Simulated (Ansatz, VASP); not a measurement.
# Two plane-wave programs on Ta

```
Ta
1.0
    -1.65128    1.65128    1.65128
     1.65128   -1.65128    1.65128
     1.65128    1.65128   -1.65128
Ta
1
Direct
  0.00000 0.00000 0.00000
```

Alike in both runs: task single point; functional b88 exchange, pbe correlation; k mesh 11 × 11 × 11; occupations tetrahedron; collinear spin.

|  | VASP | Ansatz |
| --- | --- | --- |
| version | VASP 6.6.1 | Ansatz 0.2.0 |
| potentials or method | VASP PAW PBE potentials, release 64 (Ta_pv) | Ansatz PAW |
| plane-wave cutoff (eV) | 500 | 420 |
| valence electrons in the cell | 11 | 13 |

```tsv
	VASP	Ansatz	Ansatz less VASP
gap on the k mesh at the Fermi level (eV)	none	none	-
pressure (GPa)	2.6	2.6	-0.06
net moment per atom (μB)	0.00	0.00	0.000
```

VASP's potentials were made for PBE, not for b88 exchange, pbe correlation. A gap of «none» marks a metal or a gap that the smearing closes. The functional is the same, so the differences come from potentials, cutoffs and numerics. VASP's potentials hold 11 valence electrons a cell and Ansatz's 13, so a difference there can come from the potentials and not from the codes.

Neither program's run includes spin-orbit coupling.
